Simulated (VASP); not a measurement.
# AlN (P6_3mc) in VASP: vibrations by perturbation theory with LDA

Aim: the vibrations by perturbation theory of AlN with LDA.

Everything below comes from runs of VASP 6.6.1. Logs are shortened: lines on timing, memory, paths and dates and some standing lists are left out, and cuts for length are marked.

### 1 The cell of the first run

It takes space group P6_3mc (No. 186, hexagonal). Conventional cell: a = 3.089 Å, b = 3.089 Å, c = 4.943 Å, α = 90.00°, β = 90.00°, γ = 120.00°. Al (site symmetry 3m) has 4 N at 1.88 to 1.89 Å within 2.5 Å. N (site symmetry 3m) has 4 Al at 1.88 to 1.89 Å within 2.5 Å.

### 2 Vibrations by perturbation theory, LDA

INCAR reads:

```
PREC     = Accurate       # precision mode
ENCUT    = 520            # plane-wave cutoff, eV
EDIFF    = 1E-8           # SCF threshold, eV
ISMEAR   = 0              # smearing method
SIGMA    = 0.01           # smearing width, eV
LREAL    = False          # projectors in reciprocal space
LASPH    = True           # aspherical terms in the spheres
NELM     = 100            # most SCF steps
ALGO     = Normal         # electronic algorithm
ISIF     = 2              # what is computed and relaxed
LWAVE    = False          # write WAVECAR
LCHARG   = False          # write CHGCAR
GGA      = CA             # functional
IBRION   = 8              # ionic algorithm
NSW      = 1              # ionic steps
LEPSILON = True           # dielectric tensor by DFPT
```

KPOINTS reads:

```
regular mesh
0
Gamma
  9 9 4
```

POSCAR reads:

```
AlN
1.0
    3.0886447106      0.0000000000      0.0000000000
   -1.5443223553      2.6748447827      0.0000000000
    0.0000000000      0.0000000000      4.9430764346
Al N
2 2
Direct
    0.6666666667      0.3333333333      0.4990076321
    0.3333333333      0.6666666667      0.9990076321
    0.6666666667      0.3333333333      0.8809923679
    0.3333333333      0.6666666667      0.3809923679
```

Potentials or basis: VASP PAW LDA potentials, release 64 (Al, N).

The run is started by

```console
$ cat potpaw_LDA.64/Al/POTCAR potpaw_LDA.64/N/POTCAR > POTCAR
$ mpirun -np 1 vasp_std > vasp.out
```

OUTCAR:

```text
PREC = Accurate
   ENCUT = 520
   EDIFF = 1E-8
   ISMEAR = 0
   LREAL = False
   LASPH = True
   NELM = 100
   ISIF = 2
   GGA = CA
   IBRION = 8
   NSW = 1
   LEPSILON = True

 ion  position               nearest neighbor table
   1  0.667  0.333  0.499-   4 1.88   4 1.88   4 1.88   3 1.89   2 3.05   2 3.05   2 3.05   2 3.05
                             2 3.05   2 3.05
   2  0.333  0.667  0.999-   3 1.88   3 1.88   3 1.88   4 1.89   1 3.05   1 3.05   1 3.05   1 3.05
                             1 3.05   1 3.05
   3  0.667  0.333  0.881-   2 1.88   2 1.88   2 1.88   1 1.89
   4  0.333  0.667  0.381-   1 1.88   1 1.88   1 1.88   2 1.89

  LATTYP: Found a hexagonal cell.
 ALAT       =     3.0886447106
 C/A-ratio  =     1.6004030563

  Lattice vectors:

 A1 = (   3.0886447106,   0.0000000000,   0.0000000000)
 A2 = (  -1.5443223553,   2.6748447827,   0.0000000000)
 A3 = (   0.0000000000,   0.0000000000,   4.9430764346)

Analysis of symmetry for initial positions (statically):
=====================================================================
 Subroutine PRICEL returns:
 Original cell was already a primitive cell.

 Routine SETGRP: Setting up the symmetry group for a
 hexagonal supercell.

 Subroutine GETGRP returns: Found 12 space group operations
 (whereof  6 operations were pure point group operations)
 out of a pool of 24 trial point group operations.

The static configuration has the point symmetry C_3v.
 The point group associated with its full space group is C_6v.

Analysis of symmetry for dynamics (positions and initial velocities):
=====================================================================
 Subroutine PRICEL returns:
 Original cell was already a primitive cell.

 Routine SETGRP: Setting up the symmetry group for a
 hexagonal supercell.

 Subroutine GETGRP returns: Found 12 space group operations
 (whereof  6 operations were pure point group operations)
 out of a pool of 24 trial point group operations.

The dynamic configuration has the point symmetry C_3v.
 The point group associated with its full space group is C_6v.

 Subroutine INISYM returns: Found 12 space group operations
 (whereof  6 operations are pure point group operations),
 and found     1 'primitive' translations

----------------------------------------------------------------------------------------

                                     Primitive cell

  volume of cell :      40.8379

  direct lattice vectors                    reciprocal lattice vectors
     3.088644711  0.000000000  0.000000000     0.323766601  0.186926734  0.000000000
    -1.544322355  2.674844783  0.000000000     0.000000000  0.373853469  0.000000000
     0.000000000  0.000000000  4.943076435     0.000000000  0.000000000  0.202303163

  length of vectors
     3.088644711  3.088644711  4.943076435     0.373853469  0.373853469  0.202303163

  position of ions in fractional coordinates (direct lattice)
     0.666666667  0.333333333  0.499007632
     0.333333333  0.666666667  0.999007632
     0.666666667  0.333333333  0.880992368
     0.333333333  0.666666667  0.380992368

  ion indices of the primitive-cell ions
   primitive index   ion index
                 1           1
                 2           2
[... 553 lines left out ...]

[... ionic steps 4 to 9 ...]

--------------------------------------- Ionic step       10  -------------------------------------------

------------------------ aborting loop because EDIFF is reached ----------------------------------------

[... ionic steps 11 to 11 ...]

--------------------------------------- Ionic step       12  -------------------------------------------

 Free energy of the ion-electron system (eV)
  ---------------------------------------------------
  ---------------------------------------------------
  free energy    TOTEN  =        -0.25069444 eV

  energy without entropy =       -0.25069444

------------------------ aborting loop because EDIFF is reached ----------------------------------------

 INTERNAL STRAIN TENSOR  FOR ION    3  DIRECTION 3   (eV/Angst):
 -----------------------------------------------------------------------------
     5.98705  0.00000  0.00000
     0.00000  5.98705  0.00000
     0.00000  0.00000-13.25210

 MACROSCOPIC STATIC DIELECTRIC TENSOR (including local field effects in DFT)
 ------------------------------------------------------
           4.398423     0.000000     0.000000
          -0.000000     4.398423     0.000000
           0.000000     0.000000     4.617972
 ------------------------------------------------------

 PIEZOELECTRIC TENSOR (including local field effects)  for field in x, y, z        (e  Angst)
          XX          YY          ZZ          XY          YZ          ZX
  --------------------------------------------------------------------------------
  x     0.00000     0.00000     0.00000     0.00000     0.00000     0.85080
  y     0.00000     0.00000     0.00000     0.00000     0.85080     0.00000
  z     0.64897     0.64897    -0.95938     0.00000     0.00000     0.00000

 PIEZOELECTRIC TENSOR (including local field effects)  for field in x, y, z        (C/m^2)
          XX          YY          ZZ          XY          YZ          ZX
  --------------------------------------------------------------------------------
  x     0.00000     0.00000     0.00000     0.00000     0.00000     0.33379
  y     0.00000     0.00000     0.00000     0.00000     0.33379     0.00000
  z     0.25461     0.25461    -0.37639     0.00000     0.00000     0.00000

 BORN EFFECTIVE CHARGES (including local field effects) (in |e|, cummulative output)
 ---------------------------------------------------------------------------------
 ion    1
    1     2.50938     0.00000     0.00000
    2     0.00000     2.50938     0.00000
    3     0.00000     0.00000     2.67134
 ion    2
    1     2.50938     0.00000    -0.00000
    2     0.00000     2.50938     0.00000
    3     0.00000     0.00000     2.67134
 ion    3
    1    -2.50938     0.00000    -0.00000
    2     0.00000    -2.50938     0.00000
    3     0.00000     0.00000    -2.67134
 ion    4
    1    -2.50938     0.00000    -0.00000
    2    -0.00000    -2.50938     0.00000
    3     0.00000    -0.00000    -2.67134

 INTERNAL STRAIN TENSOR FOR ION    4 for displacements in x,y,z  (eV/Angst):
          X           Y           Z          XY          YZ          ZX
  --------------------------------------------------------------------------------
  x    -0.00000     0.00000     0.00000   -11.25114     0.00000     5.65945
  y   -11.25114    11.25114     0.00000     0.00000     5.75752     0.00000
  z     5.98705     5.98705   -13.25210     0.00000    -0.00000     0.00000

 SECOND DERIVATIVES (NOT SYMMETRIZED)
 ------------------------------------
               1X          1Y          1Z          2X          2Y          2Z          3X          3Y          3Z          4X          4Y          4Z
  1X   -16.569590    0.000000    0.000000    0.677865   -0.000000   -0.000000    1.481328    0.000000   -0.000000   14.410397   -0.000000    0.000000
  1Y     0.000000  -16.569590    0.000000    0.000000    0.677865   -0.000000    0.000000    1.481328    0.000000    0.000000   14.410397    0.000000
  1Z     0.000000    0.000000  -21.951143    0.000000    0.000000    8.640990    0.000000    0.000000    6.820353    0.000000    0.000000    6.489800
  2X     0.677865   -0.000000    0.000000  -16.569590    0.000000    0.000000   14.410397   -0.000000   -0.000000    1.481328    0.000000    0.000000
  2Y     0.000000    0.677865    0.000000   -0.000000  -16.569590   -0.000000    0.000000   14.410397   -0.000000    0.000000    1.481328    0.000000
  2Z     0.000000   -0.000000    8.640990    0.000000    0.000000  -21.951143    0.000000    0.000000    6.489800    0.000000    0.000000    6.820353
  3X     1.479216    0.000000   -0.000000   14.406708   -0.000000   -0.000000  -16.636476   -0.000000    0.000000    0.750553   -0.000000   -0.000000
  3Y    -0.000000    1.479216    0.000000    0.000000   14.406708    0.000000    0.000000  -16.636476    0.000000    0.000000    0.750553    0.000000
  3Z    -0.000000    0.000000    6.774519    0.000000    0.000000    6.525186    0.000000   -0.000000  -20.552074    0.000000    0.000000    7.252369
  4X    14.406708   -0.000000    0.000000    1.479216    0.000000    0.000000    0.750553    0.000000    0.000000  -16.636476   -0.000000   -0.000000
  4Y     0.000000   14.406708    0.000000   -0.000000    1.479216   -0.000000   -0.000000    0.750553    0.000000    0.000000  -16.636476    0.000000
  4Z     0.000000    0.000000    6.525186   -0.000000    0.000000    6.774519    0.000000    0.000000    7.252369    0.000000    0.000000  -20.552074

 Eigenvectors and eigenvalues of the dynamical matrix
 ----------------------------------------------------

   1 f  =   22.032148 THz   138.432071 2PiTHz  734.913363 cm-1    91.117603 meV
             X         Y         Z           dx          dy          dz
      1.544322  0.891615  2.466633    -0.000000   -0.000000    0.012374
     -0.000000  1.783230  4.938171    -0.000000   -0.000000   -0.012374
      1.544322  0.891615  4.354813     0.000000    0.000000   -0.706998
     -0.000000  1.783230  1.883274     0.000000    0.000000    0.706998
[... 71 lines left out ...]
  12 f/i=    0.003498 THz     0.021977 2PiTHz    0.116672 cm-1     0.014465 meV
             X         Y         Z           dx          dy          dz
      1.544322  0.891615  2.466633    -0.000000    0.000000    0.573666
     -0.000000  1.783230  4.938171    -0.000000    0.000000    0.573666
      1.544322  0.891615  4.354813    -0.000000    0.000000    0.413409
     -0.000000  1.783230  1.883274    -0.000000    0.000000    0.413409

--------------------------------------------------------------------------------------------------------

 MACROSCOPIC STATIC DIELECTRIC TENSOR IONIC CONTRIBUTION
 ------------------------------------------------------
           3.512149    -0.000000    -0.000000
          -0.000000     3.512149     0.000000
          -0.000000     0.000000     4.753114
 ------------------------------------------------------

 ELASTIC MODULI CONTR FROM IONIC RELAXATION (kBar)
 Direction    XX          YY          ZZ          XY          YZ          ZX
 --------------------------------------------------------------------------------
 XX        -790.8106    366.8925    469.1290      0.0000     -0.0000     -0.0000
 YY         366.8925   -790.8106    469.1290     -0.0000     -0.0000      0.0000
 ZZ         469.1290    469.1290  -1038.3235     -0.0000      0.0000     -0.0000
 XY           0.0000     -0.0000     -0.0000   -578.8515      0.0000     -0.0000
 YZ           0.0000     -0.0000      0.0000      0.0000   -149.1290      0.0000
 ZX          -0.0000      0.0000     -0.0000     -0.0000      0.0000   -155.7045
 --------------------------------------------------------------------------------

 PIEZOELECTRIC TENSOR IONIC CONTR  for field in x, y, z        (C/m^2)
          XX          YY          ZZ          XY          YZ          ZX
  --------------------------------------------------------------------------------
  x    -0.00000     0.00000    -0.00000     0.00000     0.00000    -0.69584
  y    -0.00000     0.00000     0.00000    -0.00000    -0.68099     0.00000
  z    -0.94447    -0.94447     2.09039     0.00000    -0.00000     0.00000
```

Run time: 6.6 min. Hardware: 1 thread of AMD EPYC 7R43 (Zen 3), shared host; peak memory 0.29 GiB.

What came out:

```yaml
Electronic_dielectric_tensor_diagonal: 4.40, 4.40, 4.62
Born_charges_mean_of_the_diagonal: Al +2.56; N -2.56 e
Highest_phonon_frequency_at_Γ_LO-TO_splitting_left_out: 735 cm⁻¹
```

Phonon frequencies in cm⁻¹ (negative: imaginary):
```tsv
q point	frequencies
(0.000, 0.000, 0.000)	0 0 0 239 239 555 626 674 674 685 685 735
```

Electronic dielectric tensor:
```
4.40 0.00 0.00
0.00 4.40 0.00
0.00 0.00 4.62
```

Born effective charge tensors (e):
atom 1, Al
```
2.51 0.00 0.00
0.00 2.51 0.00
0.00 0.00 2.67
```
atom 2, Al
```
2.51 0.00 0.00
0.00 2.51 0.00
0.00 0.00 2.67
```
atom 3, N
```
-2.51  0.00  0.00
 0.00 -2.51  0.00
 0.00  0.00 -2.67
```
atom 4, N
```
-2.51  0.00  0.00
 0.00 -2.51  0.00
 0.00  0.00 -2.67
```
